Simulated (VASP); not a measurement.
# FePt (Amm2) in VASP: single point with PBE

Aim: the single point of FePt with PBE.

All numbers are computed with VASP 6.6.1; they aren't measurements. Logs are shortened: lines on timing, memory, paths and dates and some standing lists are left out, and cuts for length are marked.

**1. The cell of the first run**

Symmetry: Amm2, No. 38, orthorhombic system. The conventional cell has a = 4.281 Å, b = 4.277 Å, c = 2.997 Å, α = 90.00°, β = 90.00°, γ = 90.00°. Within 3.4 Å of Fe (site symmetry mm2) lie 8 Pt at 2.60 to 3.03 Å and 6 Fe at 2.61 to 3.00 Å. Within 3.4 Å of Pt (site symmetry mm2) lie 8 Fe at 2.60 to 3.03 Å and 6 Pt at 2.61 to 3.00 Å.

**2. Single point, PBE, collinear spin, ferromagnetic start**

INCAR reads:

```
SYSTEM = FePt
  PREC = Accurate
  ENCUT = 520
  EDIFF = 1E-6
  ISMEAR = 0
  SIGMA = 0.1
  LREAL = .False.
  LASPH = .True.
  NELM = 150
  ALGO = Normal
  ISIF = 2
  LWAVE = .False.
  LCHARG = .False.
  ISPIN = 2
  MAGMOM = 4 0
  LORBIT = 11
  LMAXMIX = 4
  GGA = PE
  NBANDS = 20
```

KPOINTS reads:

```
regular mesh
0
Gamma
  4 8 8
  0 0 0
```

POSCAR reads:

```
FePt
1.0
    4.2805760100      0.0000000000      0.0000000000
    0.0000000000      2.1383537600      1.4984327400
    0.0000000000     -2.1383537600      1.4984327400
Fe Pt
1 1
Direct
    0.5000000000      0.7467739600      0.7467739600
    0.0000000000      0.2532260400      0.2532260400
```

Potentials or basis: VASP PAW PBE potentials, release 64 (Fe, Pt).

The run is started by

```console
cat potpaw_PBE.64/Fe/POTCAR potpaw_PBE.64/Pt/POTCAR > POTCAR
mpirun -np 1 vasp_std > vasp.out
```

OUTCAR:

```text
SYSTEM = FePt
   PREC = Accurate
   ENCUT = 520
   EDIFF = 1E-6
   ISMEAR = 0
   LREAL = .False.
   LASPH = .True.
   NELM = 150
   ISIF = 2
   ISPIN = 2
   LORBIT = 11
   GGA = PE

 ion  position               nearest neighbor table
   1  0.500  0.747  0.747-   2 2.60   2 2.60   2 2.62   2 2.62   2 3.03   2 3.03   2 3.03   2 3.03

   2  0.000  0.253  0.253-   1 2.60   1 2.60   1 2.62   1 2.62   1 3.03   1 3.03   1 3.03   1 3.03

  LATTYP: Found a base centered orthorhombic cell.
 ALAT       =     2.9968654800
 B/A-ratio  =     1.4270602229
 C/A-ratio  =     1.4283510683

  Lattice vectors:

 A1 = (   0.0000000000,   2.1383537600,   1.4984327400)
 A2 = (   0.0000000000,  -2.1383537600,   1.4984327400)
 A3 = (   4.2805760100,   0.0000000000,   0.0000000000)

Analysis of symmetry for initial positions (statically):
=====================================================================
 Subroutine PRICEL returns:
 Original cell was already a primitive cell.

 Routine SETGRP: Setting up the symmetry group for a
 base centered orthorhombic supercell.

 Subroutine GETGRP returns: Found  4 space group operations
 (whereof  4 operations were pure point group operations)
 out of a pool of  8 trial point group operations.

The static configuration has the point symmetry C_2v.

Analysis of symmetry for dynamics (positions and initial velocities):
=====================================================================
 Subroutine PRICEL returns:
 Original cell was already a primitive cell.

 Routine SETGRP: Setting up the symmetry group for a
 base centered orthorhombic supercell.

 Subroutine GETGRP returns: Found  4 space group operations
 (whereof  4 operations were pure point group operations)
 out of a pool of  8 trial point group operations.

The dynamic configuration has the point symmetry C_2v.

Analysis of structural, dynamic, and magnetic symmetry:
=====================================================================
 Subroutine PRICEL returns:
 Original cell was already a primitive cell.

 Routine SETGRP: Setting up the symmetry group for a
 base centered orthorhombic supercell.

 Subroutine GETGRP returns: Found  4 space group operations
 (whereof  4 operations were pure point group operations)
 out of a pool of  8 trial point group operations.

The overall configuration has the point symmetry C_2v.

 Subroutine INISYM returns: Found  4 space group operations
 (whereof  4 operations are pure point group operations),
 and found     1 'primitive' translations

----------------------------------------------------------------------------------------

                                     Primitive cell

  volume of cell :      27.4315

  direct lattice vectors                    reciprocal lattice vectors
     4.280576010  0.000000000  0.000000000     0.233613420  0.000000000  0.000000000
     0.000000000  2.138353760  1.498432740     0.000000000  0.233824734  0.333681978
     0.000000000 -2.138353760  1.498432740     0.000000000 -0.233824734  0.333681978

  length of vectors
     4.280576010  2.611102732  2.611102732     0.233613420  0.407452658  0.407452658

  position of ions in fractional coordinates (direct lattice)
     0.500000000  0.746773960  0.746773960
     0.000000000  0.253226040  0.253226040

  ion indices of the primitive-cell ions
   primitive index   ion index
                 1           1
                 2           2

----------------------------------------------------------------------------------------

 KPOINTS: regular mesh

Automatic generation of k-mesh.
 Grid dimensions read from file:
 generate k-points for:    4    8    8

 Generating k-lattice:

  Cartesian coordinates                     Fractional coordinates (reciprocal lattice)
     0.058403355  0.000000000  0.000000000     0.250000000  0.000000000  0.000000000
     0.000000000  0.029228092  0.041710247     0.000000000  0.125000000  0.000000000
     0.000000000 -0.029228092  0.041710247     0.000000000  0.000000000  0.125000000

  Length of vectors
     0.058403355  0.050931582  0.050931582

  Shift w.r.t. Gamma in fractional coordinates (k-lattice)
     0.000000000  0.000000000  0.000000000

 Subroutine IBZKPT returns following result:
 ===========================================

 Found     63 irreducible k-points:

 Following reciprocal coordinates:
            Coordinates               Weight
  0.000000  0.000000  0.000000      1.000000
  0.250000  0.000000  0.000000      2.000000
  0.500000  0.000000  0.000000      1.000000
  0.000000  0.125000 -0.000000      4.000000
  0.250000  0.125000 -0.000000      8.000000
  0.500000  0.125000 -0.000000      4.000000
[... 16 lines left out ...]
  0.250000  0.375000  0.125000      8.000000
  0.500000  0.375000  0.125000      4.000000
 [... further k-points ...]
   k-points           NKPTS =     63   k-points in BZ     NKDIM =     63   number of bands    NBANDS=     20
   number of dos      NEDOS =    301   number of ions     NIONS =      2
   total plane-waves  NPLWV =  12800
   dimension x,y,z NGX =    32 NGY =   20 NGZ =   20
   dimension x,y,z NGXF=    64 NGYF=   40 NGZF=   40
   ions per type =               1   1
   NGX,Y,Z   is equivalent  to a cutoff of  12.43, 12.73, 12.73 a.u.
   NGXF,Y,Z  is equivalent  to a cutoff of  24.86, 25.47, 25.47 a.u.
 SYSTEM =  FePt
   PREC   = accura    normal or accurate (medium, high low for compatibility)
   ISTART =      0    job   : 0-new  1-cont  2-samecut
   ICHARG =      2    charge: 1-file 2-atom 10-const
   ISPIN  =      2    spin polarized calculation?
   LNONCOLLINEAR =      F non collinear calculations
   LSORBIT =      F    spin-orbit coupling
   LASPH  =      T    aspherical Exc in radial PAW
   ENCUT  =  520.0 eV  38.22 Ry    6.18 a.u.   7.96  4.85  4.85*2*pi/ulx,y,z
   NELM   =    150;   NELMIN=  2; NELMDL= -5     # of ELM steps
   EDIFF  = 0.1E-05   stopping-criterion for ELM
   LREAL  =      F    real-space projection
   EDIFFG = 0.1E-04   stopping-criterion for IOM
   NSW    =      0    number of steps for IOM
   IBRION =     -1    ionic relax: 0-MD 1-quasi-New 2-CG
   NFREE  =      0    steps in history (QN), initial steepest desc. (CG)
   ISIF   =      2    stress and relaxation
   ISYM   =      2    0-nonsym 1-usesym 2-fastsym
   POTIM  = 0.5000    time-step for ionic-motion
   TEBEG  =    0.0;   TEEND  =   0.0 temperature during run
   PSTRESS=    0.0 pullay stress
   NELECT =      18.0000    total number of electrons
   NUPDOWN=      -1.0000    fix difference up-down
   EMIN   =  10.00;   EMAX   =-10.00  energy-range for DOS
   EFERMI =   0.00;   METHOD = LEGACY
   ISMEAR =     0;   SIGMA  =   0.10  broadening in eV -4-tet -1-fermi 0-gaus
   EFERMI_NEDOS =   21; number of points for ismear=-14 and -15
   IALGO  =     38    algorithm
   IMIX   =      4    mixing-type and parameters
     AMIX     =   0.40;   BMIX     =  1.00
     AMIX_MAG =   1.60;   BMIX_MAG =  1.00
  volume/ion in A,a.u.               =      13.72        92.56
  Fermi-wavevector in a.u.,A,eV,Ry     =   1.422600  2.688323 27.535327  2.023789
  Thomas-Fermi vector in A             =   2.543286
   LORBIT       =     11    0 simple, 1 ext, 2 COOP (PROOUT), +10 PAW based schemes
   GGA     = PE    functional components
   LHFCALC =     F    Hartree Fock is set to
   AEXX    =    0.0000 exact exchange contribution
   IVDW    =     0    specifies the selected vdW correction
   LEPSILON=     F    determine dielectric tensor
   LRPA    =     F    only Hartree local field effects (RPA)
 spin polarized calculation
 Gauss-broadening in eV      SIGMA  =   0.10
  energy-cutoff  :      520.00
  volume of cell :       27.43
 maximum number of plane-waves:       752
 NGX is ok and might be reduce to    32
   NGX = 15   NGY =  9   NGZ =  9

 number of electron      18.0000004 magnetization       3.2635756

 Free energy of the ion-electron system (eV)
  ---------------------------------------------------
  ext. energy  EPLUGINS =         0.00000000
  ---------------------------------------------------
  free energy    TOTEN  =       -14.34765390 eV

  energy without entropy =      -14.33868700  energy(sigma->0) =      -14.34317045

 E-fermi :   8.8044     XC(G=0): -13.0802

 val. band max:        8.8030717109   @ k =   0.2500   0.2500   0.2500
 cond. band min:       8.8107038867   @ k =   0.0000  -0.3750   0.1250
 fundamental gap:      0.0076321759
 Fermi energy:         8.8043545540

 spin component 1

 k-point     1 :       0.0000    0.0000    0.0000
  band No.  band energies     occupation
      1      -0.9459      1.00000
      2       2.2391      1.00000
      3       3.4974      1.00000
      4       5.3457      1.00000
      5       5.3651      1.00000
      6       5.7757      1.00000
[... 12 lines left out ...]
     19      30.9170      0.00000
     20      32.4499      0.00000
[... 507 lines left out ...]
 k-point    24 :       0.5000    0.3750    0.1250
  band No.  band energies     occupation
      1       2.4436      1.00000
      2       2.5378      1.00000
      3       3.8815      1.00000
      4       4.7609      1.00000
      5       6.1536      1.00000
      6       6.3519      1.00000
[... 12 lines left out ...]
     19      31.4868      0.00000
     20      32.5053      0.00000

 [... further k-points ...]

 spin component 2

 k-point     1 :       0.0000    0.0000    0.0000
  band No.  band energies     occupation
      1      -0.7911      1.00000
      2       2.6310      1.00000
      3       3.7975      1.00000
      4       6.4578      1.00000
      5       6.6685      1.00000
      6       8.0598      1.00000
[... 12 lines left out ...]
     19      31.5305      0.00000
     20      33.1479      0.00000
[... 507 lines left out ...]
 k-point    24 :       0.5000    0.3750    0.1250
  band No.  band energies     occupation
      1       2.7898      1.00000
      2       2.9623      1.00000
      3       4.7820      1.00000
      4       5.9330      1.00000
      5       6.6874      1.00000
      6       7.4835      1.00000
[... 12 lines left out ...]
     19      31.8682      0.00000
     20      32.7934      0.00000

 [... further k-points ...]
[... 5 lines left out ...]
  --------------------------------------------------------------------------------------
  -------------------------------------------------------------------------------------
  Total        0.2117409      2.8299028      2.3763125      0.0000000      0.0000000      0.0000000
  in kB       12.3670586    165.2848649    138.7922175      0.0000000      0.0000000      0.0000000
  external PRESSURE =     105.4813803 kB  Pullay stress =       0.0000000 kB

 VOLUME and BASIS-vectors are now :
 -----------------------------------------------------------------------------
  energy-cutoff  :      520.00
  volume of cell :       27.43
      direct lattice vectors                 reciprocal lattice vectors
     4.280576010  0.000000000  0.000000000     0.233613420  0.000000000  0.000000000
     0.000000000  2.138353760  1.498432740     0.000000000  0.233824734  0.333681978
     0.000000000 -2.138353760  1.498432740     0.000000000 -0.233824734  0.333681978

 POSITION                                       TOTAL-FORCE (eV/Angst)
 -----------------------------------------------------------------------------------
      2.14029      0.00000      2.23798         0.000000      0.000000      0.063913
      0.00000      0.00000      0.75888         0.000000      0.000000     -0.063913
 -----------------------------------------------------------------------------------
    total drift:                                0.000000     -0.000000      0.000229

  FREE ENERGIE OF THE ION-ELECTRON SYSTEM (eV)
  ---------------------------------------------------
  free  energy   TOTEN  =       -14.3476538990 eV

  energy  without entropy=      -14.3386869981  energy(sigma->0) =      -14.34317045

 total charge

# of ion       s       p       d       tot
------------------------------------------
    1        0.410   0.437   6.134   6.981
    2        0.717   0.691   8.098   9.505
--------------------------------------------------
tot          1.127   1.128  14.232  16.486

 magnetization (x)

# of ion       s       p       d       tot
------------------------------------------
    1        0.000  -0.005   2.947   2.942
    2       -0.011  -0.035   0.341   0.295
--------------------------------------------------
tot         -0.011  -0.040   3.287   3.237
```

Wall time 86 s (1 thread of AMD EPYC 7R13, shared host); peak memory 0.16 GiB.

What came out:

| Quantity | Value |
| --- | --- |
| Free energy | -14.3477 eV |
| Pressure | 10.5 GPa |
| Largest force | 0.064 eV/Å |
| Net moment | 3.26 μB per cell |
| Site moments | Fe +2.94; Pt +0.29 μB |
| Valence electrons inside the program's atomic spheres | Fe 6.98; Pt 9.51 |

Forces on the atoms (eV/Å):
```
Fe   0.000  0.000  0.064
Pt   0.000  0.000 -0.064
```

Stress tensor (GPa, compression positive):
```
 1.24  0.00  0.00
 0.00 16.53  0.00
 0.00  0.00 13.88
```

Caveat: the k points lie up to 0.37 Å⁻¹ apart; spin-orbit coupling is left out, which moves the levels of the heavy elements.
